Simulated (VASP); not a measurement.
# RuW3 (Pm-3m) in VASP: notebook

RuW3 is run at these levels: PBE; tasks: single point, relaxation of cell and atoms.

Program: VASP 6.6.1. These are calculated values, not measurements. Logs are shortened: lines on timing, memory, paths and dates and some standing lists are left out, and cuts for length are marked.

### Step 1. The cell of the first run

It takes space group Pm-3m (No. 221, cubic). The conventional cell has a = 3.974 Å, b = 3.974 Å, c = 3.974 Å, α = 90.00°, β = 90.00°, γ = 90.00°. Ru (site symmetry m-3m) has 12 W at 2.81 Å within 3.7 Å. Within 3.7 Å of W (site symmetry 4/mmm) lie 4 Ru at 2.81 Å and 8 W at 2.81 Å.

### Step 2. Single point, PBE

The input, INCAR:

```
  PREC = Accurate
  ENCUT = 520
  EDIFF = 1E-7
  ISMEAR = 0
  SIGMA = 0.1
  LREAL = F
  LASPH = T
  NELM = 80
  ALGO = Fast
  ISIF = 2
  LWAVE = F
  LCHARG = F
  GGA = PE
  NBANDS = 36
```

The input, KPOINTS:

```
Automatic mesh
0
Gamma
  12 12 12
```

The input, POSCAR:

```
RuW3
1.0
    3.9742794211      0.0000000000      0.0000000000
    0.0000000000      3.9742794211      0.0000000000
    0.0000000000      0.0000000000      3.9742794211
Ru W
1 3
Direct
    0.0000000000      0.0000000000      0.0000000000
    0.0000000000      0.5000000000      0.5000000000
    0.5000000000      0.0000000000      0.5000000000
    0.5000000000      0.5000000000      0.0000000000
```

Potentials or basis: VASP PAW PBE potentials, release 64 (Ru_pv, W_sv).

Launch:

```
> cat potpaw_PBE.64/Ru_pv/POTCAR potpaw_PBE.64/W_sv/POTCAR > POTCAR
> mpirun -np 1 vasp_std > vasp.out
```

OUTCAR:

```text
PREC = Accurate
   ENCUT = 520
   EDIFF = 1E-7
   ISMEAR = 0
   LREAL = F
   LASPH = T
   NELM = 80
   ISIF = 2
   GGA = PE

 ion  position               nearest neighbor table
   1  0.000  0.000  0.000-   2 2.81   3 2.81   4 2.81   2 2.81   3 2.81   2 2.81   4 2.81   2 2.81
                             3 2.81   4 2.81   3 2.81   4 2.81
   2  0.000  0.500  0.500-   1 2.81   3 2.81   4 2.81   1 2.81   4 2.81   1 2.81   3 2.81   1 2.81
                             3 2.81   4 2.81   4 2.81   3 2.81
   3  0.500  0.000  0.500-   1 2.81   2 2.81   4 2.81   1 2.81   4 2.81   2 2.81   4 2.81   4 2.81
                             1 2.81   2 2.81   1 2.81   2 2.81
   4  0.500  0.500  0.000-   1 2.81   2 2.81   3 2.81   2 2.81   3 2.81   1 2.81   3 2.81   3 2.81
                             1 2.81   2 2.81   2 2.81   1 2.81

  LATTYP: Found a simple cubic cell.
 ALAT       =     3.9742794211

  Lattice vectors:

 A1 = (   3.9742794211,   0.0000000000,   0.0000000000)
 A2 = (   0.0000000000,   3.9742794211,   0.0000000000)
 A3 = (   0.0000000000,   0.0000000000,   3.9742794211)

Analysis of symmetry for initial positions (statically):
=====================================================================
 Subroutine PRICEL returns:
 Original cell was already a primitive cell.

 Routine SETGRP: Setting up the symmetry group for a
 simple cubic supercell.

 Subroutine GETGRP returns: Found 48 space group operations
 (whereof 48 operations were pure point group operations)
 out of a pool of 48 trial point group operations.

The static configuration has the point symmetry O_h .

Analysis of symmetry for dynamics (positions and initial velocities):
=====================================================================
 Subroutine PRICEL returns:
 Original cell was already a primitive cell.

 Routine SETGRP: Setting up the symmetry group for a
 simple cubic supercell.

 Subroutine GETGRP returns: Found 48 space group operations
 (whereof 48 operations were pure point group operations)
 out of a pool of 48 trial point group operations.

The dynamic configuration has the point symmetry O_h .

 Subroutine INISYM returns: Found 48 space group operations
 (whereof 48 operations are pure point group operations),
 and found     1 'primitive' translations

----------------------------------------------------------------------------------------

                                     Primitive cell

  volume of cell :      62.7733

  direct lattice vectors                    reciprocal lattice vectors
     3.974279421  0.000000000  0.000000000     0.251617940  0.000000000  0.000000000
     0.000000000  3.974279421  0.000000000     0.000000000  0.251617940  0.000000000
     0.000000000  0.000000000  3.974279421     0.000000000  0.000000000  0.251617940

  length of vectors
     3.974279421  3.974279421  3.974279421     0.251617940  0.251617940  0.251617940

  position of ions in fractional coordinates (direct lattice)
     0.000000000  0.000000000  0.000000000
     0.000000000  0.500000000  0.500000000
     0.500000000  0.000000000  0.500000000
     0.500000000  0.500000000  0.000000000

  ion indices of the primitive-cell ions
   primitive index   ion index
                 1           1
                 2           2
                 3           3
                 4           4

----------------------------------------------------------------------------------------

 KPOINTS: Automatic mesh

Automatic generation of k-mesh.
 Grid dimensions read from file:
 generate k-points for:   12   12   12

 Generating k-lattice:

  Cartesian coordinates                     Fractional coordinates (reciprocal lattice)
     0.020968162  0.000000000  0.000000000     0.083333333  0.000000000  0.000000000
     0.000000000  0.020968162  0.000000000     0.000000000  0.083333333  0.000000000
     0.000000000  0.000000000  0.020968162     0.000000000  0.000000000  0.083333333

  Length of vectors
     0.020968162  0.020968162  0.020968162

  Shift w.r.t. Gamma in fractional coordinates (k-lattice)
     0.000000000  0.000000000  0.000000000

 Subroutine IBZKPT returns following result:
 ===========================================

 Found     84 irreducible k-points:

 Following reciprocal coordinates:
            Coordinates               Weight
  0.000000  0.000000  0.000000      1.000000
  0.083333  0.000000  0.000000      6.000000
  0.166667  0.000000  0.000000      6.000000
  0.250000  0.000000  0.000000      6.000000
  0.333333  0.000000  0.000000      6.000000
  0.416667  0.000000  0.000000      6.000000
[... 16 lines left out ...]
  0.333333  0.333333  0.000000     12.000000
  0.416667  0.333333  0.000000     24.000000
 [... further k-points ...]
   k-points           NKPTS =     84   k-points in BZ     NKDIM =     84   number of bands    NBANDS=     36
   number of dos      NEDOS =    301   number of ions     NIONS =      4
   total plane-waves  NPLWV =  27000
   dimension x,y,z NGX =    30 NGY =   30 NGZ =   30
   dimension x,y,z NGXF=    60 NGYF=   60 NGZF=   60
   ions per type =               1   3
   NGX,Y,Z   is equivalent  to a cutoff of  12.55, 12.55, 12.55 a.u.
   NGXF,Y,Z  is equivalent  to a cutoff of  25.10, 25.10, 25.10 a.u.
 SYSTEM =  unknown system
   PREC   = accura    normal or accurate (medium, high low for compatibility)
   ISTART =      0    job   : 0-new  1-cont  2-samecut
   ICHARG =      2    charge: 1-file 2-atom 10-const
   ISPIN  =      1    spin polarized calculation?
   LNONCOLLINEAR =      F non collinear calculations
   LSORBIT =      F    spin-orbit coupling
   LASPH  =      T    aspherical Exc in radial PAW
   ENCUT  =  520.0 eV  38.22 Ry    6.18 a.u.   7.39  7.39  7.39*2*pi/ulx,y,z
   NELM   =     80;   NELMIN=  2; NELMDL= -5     # of ELM steps
   EDIFF  = 0.1E-06   stopping-criterion for ELM
   LREAL  =      F    real-space projection
   EDIFFG = 0.1E-05   stopping-criterion for IOM
   NSW    =      0    number of steps for IOM
   IBRION =     -1    ionic relax: 0-MD 1-quasi-New 2-CG
   NFREE  =      0    steps in history (QN), initial steepest desc. (CG)
   ISIF   =      2    stress and relaxation
   ISYM   =      2    0-nonsym 1-usesym 2-fastsym
   POTIM  = 0.5000    time-step for ionic-motion
   TEBEG  =    0.0;   TEEND  =   0.0 temperature during run
   PSTRESS=    0.0 pullay stress
   NELECT =      56.0000    total number of electrons
   NUPDOWN=      -1.0000    fix difference up-down
   EMIN   =  10.00;   EMAX   =-10.00  energy-range for DOS
   EFERMI =   0.00;   METHOD = LEGACY
   ISMEAR =     0;   SIGMA  =   0.10  broadening in eV -4-tet -1-fermi 0-gaus
   EFERMI_NEDOS =   21; number of points for ismear=-14 and -15
   IALGO  =     68    algorithm
   IMIX   =      4    mixing-type and parameters
     AMIX     =   0.40;   BMIX     =  1.00
     AMIX_MAG =   1.60;   BMIX_MAG =  1.00
  volume/ion in A,a.u.               =      15.69       105.90
  Fermi-wavevector in a.u.,A,eV,Ry     =   1.575962  2.978137 33.792200  2.483657
  Thomas-Fermi vector in A             =   2.676867
   LORBIT       =      0    0 simple, 1 ext, 2 COOP (PROOUT), +10 PAW based schemes
   GGA     = PE    functional components
   LHFCALC =     F    Hartree Fock is set to
   AEXX    =    0.0000 exact exchange contribution
   IVDW    =     0    specifies the selected vdW correction
   LEPSILON=     F    determine dielectric tensor
   LRPA    =     F    only Hartree local field effects (RPA)
 non-spin polarized calculation
 RMM-DIIS sequential band-by-band and
 Gauss-broadening in eV      SIGMA  =   0.10
  energy-cutoff  :      520.00
  volume of cell :       62.77
 maximum number of plane-waves:      1743
 NGX is ok and might be reduce to    30
   NGX = 15   NGY = 15   NGZ = 15

 number of electron      55.9999985 magnetization

 Free energy of the ion-electron system (eV)
  ---------------------------------------------------
  ext. energy  EPLUGINS =         0.00000000
  ---------------------------------------------------
  free energy    TOTEN  =       -47.08814047 eV

  energy without entropy =      -47.07033626  energy(sigma->0) =      -47.07923836

 E-fermi :  10.9501     XC(G=0): -13.5841

 val. band max:       10.9297592622   @ k =   0.5000   0.1667   0.1667
 cond. band min:      10.9637885098   @ k =   0.3333   0.2500   0.2500
 fundamental gap:      0.0340292476
 Fermi energy:        10.9500901346

 k-point     1 :       0.0000    0.0000    0.0000
  band No.  band energies     occupation
      1     -62.7799      2.00000
      2     -62.6519      2.00000
      3     -62.6519      2.00000
      4     -31.5214      2.00000
      5     -31.5214      2.00000
      6     -31.5214      2.00000
[... 28 lines left out ...]
     35      15.1270      0.00000
     36      16.1953      0.00000

 k-point     2 :       0.0833    0.0000    0.0000
  band No.  band energies     occupation
      1     -62.7780      2.00000
      2     -62.6538      2.00000
      3     -62.6519      2.00000
      4     -31.5208      2.00000
      5     -31.5208      2.00000
      6     -31.5207      2.00000
[... 28 lines left out ...]
     35      15.2653      0.00000
     36      16.0205      0.00000

 k-point     3 :       0.1667    0.0000    0.0000
  band No.  band energies     occupation
      1     -62.7724      2.00000
      2     -62.6594      2.00000
      3     -62.6518      2.00000
      4     -31.5192      2.00000
      5     -31.5192      2.00000
      6     -31.5188      2.00000
[... 28 lines left out ...]
     35      15.0450      0.00000
     36      15.5886      0.00000
[... 742 lines left out ...]
 k-point    23 :       0.3333    0.3333    0.0000
  band No.  band energies     occupation
      1     -62.7305      2.00000
      2     -62.6837      2.00000
      3     -62.6690      2.00000
      4     -31.5224      2.00000
      5     -31.5149      2.00000
      6     -31.5085      2.00000
[... 28 lines left out ...]
     35      14.4434      0.00000
     36      14.5886      0.00000

 k-point    24 :       0.4167    0.3333    0.0000
  band No.  band energies     occupation
      1     -62.7210      2.00000
      2     -62.6899      2.00000
      3     -62.6721      2.00000
      4     -31.5219      2.00000
      5     -31.5176      2.00000
      6     -31.5070      2.00000
[... 28 lines left out ...]
     35      14.2869      0.00000
     36      14.9085      0.00000

 [... further k-points ...]
[... 5 lines left out ...]
  --------------------------------------------------------------------------------------
  -------------------------------------------------------------------------------------
  Total        0.1798187      0.1798187      0.1798187      0.0000000     -0.0000000      0.0000000
  in kB        4.5895508      4.5895508      4.5895508      0.0000000     -0.0000000      0.0000000
  external PRESSURE =       4.5895508 kB  Pullay stress =       0.0000000 kB

 VOLUME and BASIS-vectors are now :
 -----------------------------------------------------------------------------
  energy-cutoff  :      520.00
  volume of cell :       62.77
      direct lattice vectors                 reciprocal lattice vectors
     3.974279421  0.000000000  0.000000000     0.251617940  0.000000000  0.000000000
     0.000000000  3.974279421  0.000000000     0.000000000  0.251617940  0.000000000
     0.000000000  0.000000000  3.974279421     0.000000000  0.000000000  0.251617940

 POSITION                                       TOTAL-FORCE (eV/Angst)
 -----------------------------------------------------------------------------------
      0.00000      0.00000      0.00000         0.000000      0.000000      0.000000
      0.00000      1.98714      1.98714         0.000000      0.000000      0.000000
      1.98714      0.00000      1.98714         0.000000      0.000000      0.000000
      1.98714      1.98714      0.00000         0.000000      0.000000      0.000000
 -----------------------------------------------------------------------------------
    total drift:                                0.000000      0.000000     -0.000000

  FREE ENERGIE OF THE ION-ELECTRON SYSTEM (eV)
  ---------------------------------------------------
  free  energy   TOTEN  =       -47.0881404651 eV

  energy  without entropy=      -47.0703362595  energy(sigma->0) =      -47.07923836
```

Wall time 2 min (1 thread of Intel Xeon 6975P-C (Granite Rapids), shared host); peak memory 0.27 GiB.

What came out:

| Item | Value |
| --- | --- |
| Free energy | -47.0881 eV |
| Pressure | 0.5 GPa |
| Band gap on the k mesh | zero (band 28 reaches 14.19 eV, above the bottom of band 29 at 10.39 eV) |

Caveat: spin-orbit coupling is left out, which moves the levels of the heavy elements.

### Step 3. Relaxation of cell and atoms, PBE

The input, INCAR:

```
PREC     = Accurate       # precision mode
ENCUT    = 600            # plane-wave cutoff, eV
EDIFF    = 1E-7           # SCF threshold, eV
ISMEAR   = 0              # smearing method
SIGMA    = 0.1            # smearing width, eV
LREAL    = False          # projectors in reciprocal space
LASPH    = True           # aspherical terms in the spheres
NELM     = 60             # most SCF steps
ALGO     = Fast           # electronic algorithm
ISIF     = 3              # what is computed and relaxed
LWAVE    = False          # write WAVECAR
LCHARG   = False          # write CHGCAR
GGA      = PE             # functional
IBRION   = 2              # ionic algorithm
NSW      = 100            # ionic steps
EDIFFG   = -0.01          # ionic threshold
```

The input, KPOINTS:

```
regular mesh
0
Gamma
  12 12 12
```

POSCAR is that of step 2.

Potentials or basis: VASP PAW PBE potentials, release 64 (Ru_pv, W_sv).

Launch:

```
> cat potpaw_PBE.64/Ru_pv/POTCAR potpaw_PBE.64/W_sv/POTCAR > POTCAR
> mpirun -np 1 vasp_std > vasp.out
```

It took 2.7 min on 1 thread of Intel Xeon 6975P-C (Granite Rapids), shared host; peak memory 0.32 GiB.

The run converged. Its results:

| Quantity | Value |
| --- | --- |
| Free energy | -47.0888 eV |
| Relaxed volume | 15.72 Å³/atom |
| Relaxed cell | a = 3.976 Å, b = 3.976 Å, c = 3.976 Å, α = 90.00°, β = 90.00°, γ = 90.00° |
| Space group after relaxing (to 0.05 Å) | Pm-3m (No. 221) |
| Energy gained by relaxing | 0.0 meV/atom |
| Ionic steps | 3 |
| Pressure after relaxing | 0.0 GPa |
| Band gap on the k mesh | zero (band 28 reaches 14.15 eV, above the bottom of band 29 at 10.37 eV) |

Step by step:
```csv
step,energy change (eV),largest force (eV/Å),pressure (GPa),volume (Å³)
1,0.0000,0.0000,0.49,62.77
2,0.0014,0.0000,-1.53,63.21
3,-0.0002,0.0000,0.01,62.88
```

Final structure:
```
Ru W
1.0
     3.97643    0.00000    0.00000
     0.00000    3.97643    0.00000
     0.00000    0.00000    3.97643
Ru W
1 3
Direct
  0.00000 0.00000 0.00000
  0.00000 0.50000 0.50000
  0.50000 0.00000 0.50000
  0.50000 0.50000 0.00000
```

Levels at points of the mesh, in eV from the Fermi level:
| k point | band 25 | band 26 | band 27 | band 28 | band 29 | band 30 | band 31 | band 32 |
| --- | --- | --- | --- | --- | --- | --- | --- | --- |
| (0.00, 0.00, 0.00) | -1.15 | 1.36 | 1.36 | 3.23 | 3.23 | 3.23 | 4.00 | 4.00 |
| (0.50, 0.00, 0.00) | -2.12 | -1.11 | -0.07 | 0.57 | 0.57 | 0.78 | 1.46 | 1.66 |
| (0.50, 0.50, 0.00) | -2.15 | -1.91 | -1.91 | -1.07 | 0.90 | 0.90 | 0.91 | 1.07 |
| (0.50, 0.50, 0.50) | -0.84 | -0.84 | -0.84 | 0.75 | 0.75 | 0.75 | 0.81 | 3.53 |

Caveat: spin-orbit coupling is left out, which moves the levels of the heavy elements.
